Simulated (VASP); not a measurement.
Write the native input for VASP 6.6.1 that does the following.

```
Task                   : single point
Functional             : PBE
Potentials or basis    : VASP PAW PBE potentials, release 64 (Si, B, C)
Cutoff                 : 520 eV
k mesh                 : 6 × 6 × 4
Occupations            : gaussian, width 0.1 eV
Spin                   : no spin polarisation
Dipole correction      : no
Further INCAR settings : ALGO = Normal; EDIFF = 1e-06; NBANDS = 17
```

The structure of Si2B2C lies in POSCAR:

```
Si2B2C
1.0
    3.9976192800      0.0000000000      0.0000000000
   -1.9988096400      3.4620398500      0.0000000000
    0.0000000000      0.0000000000      4.1034373400
Si B C
2 2 1
Direct
    0.3333333300      0.6666666700      0.8368567900
    0.6666666700      0.3333333300      0.1631432100
    0.3333333300      0.6666666700      0.3425976500
    0.6666666700      0.3333333300      0.6574023500
    0.0000000000      0.0000000000      0.0000000000
```

The input as run:

INCAR

```
  PREC = Accurate
  ENCUT = 520
  EDIFF = 1E-6
  ISMEAR = 0
  SIGMA = 0.1
  LREAL = False
  LASPH = True
  NELM = 60
  ALGO = Normal
  ISIF = 2
  LWAVE = False
  LCHARG = False
  GGA = PE
  NBANDS = 17
```

KPOINTS

```
regular mesh
0
Gamma
  6 6 4
```

Potentials or basis: VASP PAW PBE potentials, release 64 (Si, B, C).

Launch:

```console
$ cat potpaw_PBE.64/Si/POTCAR potpaw_PBE.64/B/POTCAR potpaw_PBE.64/C/POTCAR > POTCAR
$ mpirun -np 1 vasp_std > vasp.out
```

Results of the run:

* Pressure: -10.8 GPa
* Largest force: 0.312 eV/Å
* Band gap on the k mesh: zero (band 9 reaches 8.68 eV, above the bottom of band 10 at 5.46 eV)

Caveat: the k points lie up to 0.38 Å⁻¹ apart.

It took 19 s on 1 thread of Intel(R) Xeon(R) Platinum 8488C (Sapphire Rapids), on a shared host, peak memory 0.17 GiB.
